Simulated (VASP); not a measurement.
Input of a VASP 6.6.1 run:

File INCAR:

```
SYSTEM = AlCo
ALGO = Fast ; EDIFF = 1E-6
ENCUT = 520 ; GGA = PE
ISIF = 2 ; ISMEAR = 0
LASPH = .True. ; LCHARG = .False.
LREAL = .False. ; LWAVE = .False.
NBANDS = 13 ; NELM = 80
PREC = Accurate ; SIGMA = 0.1
```

Contents of KPOINTS:

```
k-points
0
Gamma
  14 14 14
  0 0 0
```

File POSCAR:

```
AlCo
1.0
    2.8266130847      0.0000000000      0.0000000000
    0.0000000000      2.8266130847      0.0000000000
    0.0000000000      0.0000000000      2.8266130847
Al Co
1 1
Direct
    0.0000000000      0.0000000000      0.0000000000
    0.5000000000      0.5000000000      0.5000000000
```

Potentials or basis: VASP PAW PBE potentials, release 64 (Al, Co).

Run with:

```bash
$ cat potpaw_PBE.64/Al/POTCAR potpaw_PBE.64/Co/POTCAR > POTCAR
$ mpirun -np 1 vasp_std > vasp.out
```

**Question.** Predict the band gap on the k mesh.

**Answer.** Zero (band 6 reaches 13.30 eV, above the bottom of band 7 at 10.67 eV).

**Question.** Estimate the pressure.

**Answer.** 4.7 GPa.

Spin polarisation is off, so any magnetic state and its effect on volume and gap are missing.
